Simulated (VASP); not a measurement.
A run of VASP 6.6.1:

INCAR

```
ALGO = Fast ; EDIFF = 1E-6
ENCUT = 520 ; ISIF = 2
ISMEAR = 0 ; LASPH = True
LCHARG = False ; LREAL = False
LWAVE = False ; NBANDS = 11
NELM = 60 ; PREC = Accurate
SIGMA = 0.15
```

KPOINTS

```
k-points
0
Gamma
  20 20 20
```

POSCAR

```
Hf
1.0
    0.0000000000      2.5748075212      1.7500966721
    2.5748075212      0.0000000000      1.7500966721
    2.5748075212      2.5748075212      0.0000000000
Hf
1
Direct
    0.0000000000      0.0000000000      0.0000000000
```

Potentials or basis: VASP PAW LDA potentials, release 64 (Hf_pv).

Run with:

```console
$ cat potpaw_LDA.64/Hf_pv/POTCAR > POTCAR
$ mpirun -np 1 vasp_std > vasp.out
```

Hardware: 1 thread of Intel(R) Xeon(R) Platinum 8488C (Sapphire Rapids), with other jobs on the host.

Problem. Estimate the wall time of this run.

Solution. Wall time 76 s on 1 thread of Intel(R) Xeon(R) Platinum 8488C (Sapphire Rapids) (shared host), peak memory 0.27 GiB. Counts: scf iterations 13, k points 641.
